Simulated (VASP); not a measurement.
# Co (P6_3/mmc) in VASP: single point with PBE

Aim: the single point of Co with PBE.

Program: VASP 6.6.1. These are calculated values, not measurements. Logs are shortened: lines on timing, memory, paths and dates and some standing lists are left out, and cuts for length are marked.

**1. The cell of the first run**

Symmetry: P6_3/mmc, No. 194, hexagonal system. Conventional cell: a = 2.510 Å, b = 2.510 Å, c = 4.074 Å, α = 90.00°, β = 90.00°, γ = 120.00°. Within 3.3 Å of Co (site symmetry -6m2) lie 12 Co at 2.50 to 2.51 Å.

**2. Single point, PBE, non-collinear spin, typed start**

Input file INCAR:

```
SYSTEM = Co
PREC     = Accurate       ! precision mode
ENCUT    = 520            ! plane-wave cutoff, eV
EDIFF    = 1E-6           ! SCF threshold, eV
ISMEAR   = 0              ! smearing method
SIGMA    = 0.1            ! smearing width, eV
LREAL    = .FALSE.        ! projectors in reciprocal space
LASPH    = .TRUE.         ! aspherical terms in the spheres
NELM     = 150            ! most SCF steps
ALGO     = Normal         ! electronic algorithm
ISIF     = 2              ! what is computed and relaxed
LWAVE    = .FALSE.        ! write WAVECAR
LCHARG   = .TRUE.         ! write CHGCAR
LNONCOLLINEAR= .TRUE.         ! non-collinear magnetism
MAGMOM   = 0 0 1.73 -0.246 0 -1.712 ! initial moments
LORBIT   = 11             ! projections on sites
LMAXMIX  = 4              ! l up to which the mixer works
GGA      = PE             ! functional
LVHAR    = .TRUE.       
NBANDS   = 30             ! bands
```

Input file KPOINTS:

```
Automatic mesh
0
G
  6 6 4
  0 0 0
```

Input file POSCAR:

```
Co
1.0
    2.5099731828      0.0000000000      0.0000000000
   -1.2549865914      2.1737005392      0.0000000000
    0.0000000000      0.0000000000      4.0738256406
Co
2
Direct
    0.3333333333      0.6666666667      0.2500000000
    0.6666666667      0.3333333333      0.7500000000
```

Potentials or basis: VASP PAW PBE potentials, release 64 (Co).

Started as:

```
$ cat potpaw_PBE.64/Co/POTCAR > POTCAR
$ mpirun -np 1 vasp_ncl > vasp.out
```

OUTCAR:

```text
SYSTEM = Co
   PREC = Accurate
   ENCUT = 520
   EDIFF = 1E-6
   ISMEAR = 0
   LREAL = .FALSE.
   LASPH = .TRUE.
   NELM = 150
   ISIF = 2
   LNONCOLLINEAR = .TRUE.
   LORBIT = 11
   GGA = PE

 ion  position               nearest neighbor table
   1  0.333  0.667  0.250-   2 2.50   2 2.50   2 2.50   2 2.50   2 2.50   2 2.50
   2  0.667  0.333  0.750-   1 2.50   1 2.50   1 2.50   1 2.50   1 2.50   1 2.50

  LATTYP: Found a hexagonal cell.
 ALAT       =     2.5099731828
 C/A-ratio  =     1.6230554448

  Lattice vectors:

 A1 = (   2.5099731828,   0.0000000000,   0.0000000000)
 A2 = (  -1.2549865914,   2.1737005392,   0.0000000000)
 A3 = (   0.0000000000,   0.0000000000,   4.0738256406)

Analysis of symmetry for initial positions (statically):
=====================================================================
 Subroutine PRICEL returns:
 Original cell was already a primitive cell.

 Routine SETGRP: Setting up the symmetry group for a
 hexagonal supercell.

 Subroutine GETGRP returns: Found 24 space group operations
 (whereof 12 operations were pure point group operations)
 out of a pool of 24 trial point group operations.

The static configuration has the point symmetry D_3d.
 The point group associated with its full space group is D_6h.

Analysis of symmetry for dynamics (positions and initial velocities):
=====================================================================
 Subroutine PRICEL returns:
 Original cell was already a primitive cell.

 Routine SETGRP: Setting up the symmetry group for a
 hexagonal supercell.

 Subroutine GETGRP returns: Found 24 space group operations
 (whereof 12 operations were pure point group operations)
 out of a pool of 24 trial point group operations.

The dynamic configuration has the point symmetry D_3d.
 The point group associated with its full space group is D_6h.

Analysis of structural, dynamic, and magnetic symmetry:
=====================================================================
 Subroutine PRICEL returns:
 Original cell was already a primitive cell.

 Routine SETGRP: Setting up the symmetry group for a
 hexagonal supercell.

 Subroutine GETGRP returns: Found  1 space group operations
 (whereof  1 operations were pure point group operations)
 out of a pool of 24 trial point group operations.

The overall configuration has the point symmetry C_1 .

 Subroutine INISYM returns: Found  1 space group operations
 (whereof  1 operations are pure point group operations),
 and found     1 'primitive' translations

----------------------------------------------------------------------------------------

                                     Primitive cell

  volume of cell :      22.2265

  direct lattice vectors                    reciprocal lattice vectors
     2.509973183  0.000000000  0.000000000     0.398410631  0.230022485  0.000000000
    -1.254986591  2.173700539  0.000000000     0.000000000  0.460044970  0.000000000
     0.000000000  0.000000000  4.073825641     0.000000000  0.000000000  0.245469514

  length of vectors
     2.509973183  2.509973183  4.073825641     0.460044970  0.460044970  0.245469514

  position of ions in fractional coordinates (direct lattice)
     0.333333333  0.666666667  0.250000000
     0.666666667  0.333333333  0.750000000

  ion indices of the primitive-cell ions
   primitive index   ion index
                 1           1
                 2           2

----------------------------------------------------------------------------------------

 KPOINTS: Automatic mesh

Automatic generation of k-mesh.
 Grid dimensions read from file:
 generate k-points for:    6    6    4

 Generating k-lattice:

  Cartesian coordinates                     Fractional coordinates (reciprocal lattice)
     0.066401772  0.038337081  0.000000000     0.166666667  0.000000000  0.000000000
     0.000000000  0.076674162  0.000000000     0.000000000  0.166666667  0.000000000
     0.000000000  0.000000000  0.061367378     0.000000000  0.000000000  0.250000000

  Length of vectors
     0.076674162  0.076674162  0.061367378

  Shift w.r.t. Gamma in fractional coordinates (k-lattice)
     0.000000000  0.000000000  0.000000000

 Subroutine IBZKPT returns following result:
 ===========================================

 Found    144 irreducible k-points:

 Following reciprocal coordinates:
            Coordinates               Weight
  0.000000  0.000000  0.000000      1.000000
  0.166667  0.000000  0.000000      1.000000
 -0.166667 -0.000000  0.000000      1.000000
  0.000000  0.166667  0.000000      1.000000
  0.000000 -0.166667  0.000000      1.000000
 -0.166667  0.166667  0.000000      1.000000
[... 16 lines left out ...]
  0.333333  0.166667  0.000000      1.000000
 -0.333333 -0.166667  0.000000      1.000000
 [... further k-points ...]
   k-points           NKPTS =    144   k-points in BZ     NKDIM =    144   number of bands    NBANDS=     30
   number of dos      NEDOS =    301   number of ions     NIONS =      2
   total plane-waves  NPLWV =  12000
   dimension x,y,z NGX =    20 NGY =   20 NGZ =   30
   dimension x,y,z NGXF=    40 NGYF=   40 NGZF=   60
   ions per type =               2
   NGX,Y,Z   is equivalent  to a cutoff of  13.25, 13.25, 12.24 a.u.
   NGXF,Y,Z  is equivalent  to a cutoff of  26.49, 26.49, 24.48 a.u.
 SYSTEM =  Co
   PREC   = accura    normal or accurate (medium, high low for compatibility)
   ISTART =      0    job   : 0-new  1-cont  2-samecut
   ICHARG =      2    charge: 1-file 2-atom 10-const
   ISPIN  =      1    spin polarized calculation?
   LNONCOLLINEAR =      T non collinear calculations
   LSORBIT =      F    spin-orbit coupling
   LASPH  =      T    aspherical Exc in radial PAW
   ENCUT  =  520.0 eV  38.22 Ry    6.18 a.u.   4.67  4.67  7.57*2*pi/ulx,y,z
   NELM   =    150;   NELMIN=  2; NELMDL= -5     # of ELM steps
   EDIFF  = 0.1E-05   stopping-criterion for ELM
   LREAL  =      F    real-space projection
   EDIFFG = 0.1E-04   stopping-criterion for IOM
   NSW    =      0    number of steps for IOM
   IBRION =     -1    ionic relax: 0-MD 1-quasi-New 2-CG
   NFREE  =      0    steps in history (QN), initial steepest desc. (CG)
   ISIF   =      2    stress and relaxation
   ISYM   =      2    0-nonsym 1-usesym 2-fastsym
   POTIM  = 0.5000    time-step for ionic-motion
   TEBEG  =    0.0;   TEEND  =   0.0 temperature during run
   PSTRESS=    0.0 pullay stress
   NELECT =      18.0000    total number of electrons
   NUPDOWN=      -1.0000    fix difference up-down
   EMIN   =  10.00;   EMAX   =-10.00  energy-range for DOS
   EFERMI =   0.00;   METHOD = LEGACY
   ISMEAR =     0;   SIGMA  =   0.10  broadening in eV -4-tet -1-fermi 0-gaus
   EFERMI_NEDOS =   21; number of points for ismear=-14 and -15
   IALGO  =     38    algorithm
   IMIX   =      4    mixing-type and parameters
     AMIX     =   0.40;   BMIX     =  1.00
     AMIX_MAG =   1.60;   BMIX_MAG =  1.00
  volume/ion in A,a.u.               =      11.11        75.00
  Fermi-wavevector in a.u.,A,eV,Ry     =   1.525956  2.883638 31.681720  2.328541
  Thomas-Fermi vector in A             =   2.634055
   LORBIT       =     11    0 simple, 1 ext, 2 COOP (PROOUT), +10 PAW based schemes
   GGA     = PE    functional components
   LHFCALC =     F    Hartree Fock is set to
   AEXX    =    0.0000 exact exchange contribution
   IVDW    =     0    specifies the selected vdW correction
   LEPSILON=     F    determine dielectric tensor
   LRPA    =     F    only Hartree local field effects (RPA)
 Gauss-broadening in eV      SIGMA  =   0.10
  energy-cutoff  :      520.00
  volume of cell :       22.23
 maximum number of plane-waves:      1214
   NGX =  9   NGY =  9   NGZ = 15

 number of electron      18.0000003 magnetization      -0.0002737     -0.0000285     -0.0115778

 number of electron      18.0000003 magnetization      -0.0004658      0.0012535     -0.0133710

 number of electron      18.0000003 magnetization       0.0004356      0.0000039      0.0077381

 number of electron      18.0000003 magnetization       0.0004185     -0.0000052      0.0076208

 Free energy of the ion-electron system (eV)
  ---------------------------------------------------
  ext. energy  EPLUGINS =         0.00000000
  ---------------------------------------------------
  free energy    TOTEN  =       -13.60358387 eV

  energy without entropy =      -13.58012481  energy(sigma->0) =      -13.59185434

 E-fermi :   9.9259     XC(G=0): -13.2759

 val. band max:        9.9040645955   @ k =  -0.3333   0.1667   0.5000
 cond. band min:       9.9579857235   @ k =   0.1667   0.5000   0.5000
 fundamental gap:      0.0539211280
 Fermi energy:         9.9258564597

 k-point     1 :       0.0000    0.0000    0.0000
  band No.  band energies     occupation
      1       1.1375      1.00000
      2       1.1457      1.00000
      3       5.3122      1.00000
      4       5.3158      1.00000
      5       7.7237      1.00000
      6       7.7240      1.00000
[... 22 lines left out ...]
     29      34.2420      0.00000
     30      34.2445      0.00000
[... 728 lines left out ...]
  band No.  band energies     occupation
      1       5.7487      1.00000
      2       5.7551      1.00000
      3       6.1865      1.00000
      4       6.1940      1.00000
      5       6.2883      1.00000
      6       6.2931      1.00000
[... 22 lines left out ...]
     29      20.9078      0.00000
     30      20.9122      0.00000

 [... further k-points ...]
[... 5 lines left out ...]
  --------------------------------------------------------------------------------------
  -------------------------------------------------------------------------------------
  Total       -1.7135856     -1.7137144     -0.6846969      0.0001581     -0.0001838     -0.0004118
  in kB     -123.5222398   -123.5315249    -49.3557480      0.0114000     -0.0132502     -0.0296813
  external PRESSURE =     -98.8031709 kB  Pullay stress =       0.0000000 kB

 VOLUME and BASIS-vectors are now :
 -----------------------------------------------------------------------------
  energy-cutoff  :      520.00
  volume of cell :       22.23
      direct lattice vectors                 reciprocal lattice vectors
     2.509973183  0.000000000  0.000000000     0.398410631  0.230022485  0.000000000
    -1.254986591  2.173700539  0.000000000     0.000000000  0.460044970  0.000000000
     0.000000000  0.000000000  4.073825641     0.000000000  0.000000000  0.245469514

 POSITION                                       TOTAL-FORCE (eV/Angst)
 -----------------------------------------------------------------------------------
     -0.00000      1.44913      1.01846        -0.000094     -0.000166     -0.000068
      1.25499      0.72457      3.05537         0.000094      0.000166      0.000068
 -----------------------------------------------------------------------------------
    total drift:                                0.000550     -0.000311      0.000009

  FREE ENERGIE OF THE ION-ELECTRON SYSTEM (eV)
  ---------------------------------------------------
  free  energy   TOTEN  =       -13.6035838742 eV

  energy  without entropy=      -13.5801248148  energy(sigma->0) =      -13.59185434

 total charge

# of ion       s       p       d       tot
------------------------------------------
    1        0.474   0.503   7.247   8.224
    2        0.474   0.503   7.247   8.225
--------------------------------------------------
tot          0.948   1.006  14.494  16.449

 magnetization (x)

# of ion       s       p       d       tot
------------------------------------------
    1        0.000   0.000   0.081   0.081
    2       -0.000  -0.000  -0.080  -0.081
--------------------------------------------------
tot          0.000   0.000   0.000   0.000

 magnetization (y)

# of ion       s       p       d       tot
------------------------------------------
    1        0.000   0.000   0.000   0.000
    2       -0.000   0.000  -0.000  -0.000
--------------------------------------------------
tot          0.000   0.000   0.000   0.000

 magnetization (z)

# of ion       s       p       d       tot
------------------------------------------
    1        0.002   0.004   1.101   1.107
    2       -0.001  -0.004  -1.095  -1.100
--------------------------------------------------
tot          0.000   0.000   0.006   0.007
```

Run time: 9.8 min. Hardware: 1 thread of Intel Xeon 6975P-C (Granite Rapids), shared host; peak memory 0.27 GiB.

Results:

```yaml
Free_energy: -13.6036 eV
Pressure: -9.9 GPa
Band_gap_on_the_k_mesh: zero (band 18 reaches 10.30 eV, above the bottom of band 19 at 9.13 eV)
Net_moment: 0.01 μB per cell
Valence_electrons_inside_the_program's_atomic_spheres: Co 8.22
```

Stress tensor (GPa, compression positive):
```
-12.35   0.00   0.00
  0.00 -12.35   0.00
  0.00   0.00  -4.94
```

Levels at points of the mesh, in eV from the Fermi level:
```tsv
k point	band 14	band 15	band 16	band 17	band 18	band 19	band 20	band 21	band 22	band 23
(0.00, 0.00, 0.00)	-1.41	-1.04	-1.04	-1.04	-1.04	-0.17	-0.16	0.27	0.27	0.27
(0.50, 0.00, 0.00)	-1.37	-0.41	-0.40	0.37	0.37	0.86	0.86	1.71	1.72	3.67
(0.00, 0.50, 0.00)	-1.37	-0.41	-0.40	0.37	0.37	0.86	0.86	1.71	1.72	3.67
(0.50, 0.50, 0.00)	-1.37	-0.41	-0.40	0.37	0.37	0.86	0.86	1.71	1.72	3.67
(0.00, 0.00, 0.50)	-1.70	-1.69	-1.69	-0.56	-0.56	-0.56	-0.56	0.20	0.20	0.20
(0.50, 0.00, 0.50)	-0.52	-0.25	-0.25	-0.18	-0.17	0.86	0.86	1.74	1.75	1.75
(0.00, 0.50, 0.50)	-0.52	-0.25	-0.25	-0.18	-0.17	0.86	0.86	1.74	1.75	1.75
(0.50, 0.50, 0.50)	-0.52	-0.25	-0.25	-0.18	-0.17	0.86	0.86	1.74	1.75	1.75
```

Moments on the atoms (μB; x, y, z):
```
Co   0.08  0.00  1.11
Co  -0.08  0.00 -1.10
```

Caveat: the k points lie up to 0.48 Å⁻¹ apart; the starting moments collapsed, and a magnetic state may lie lower.
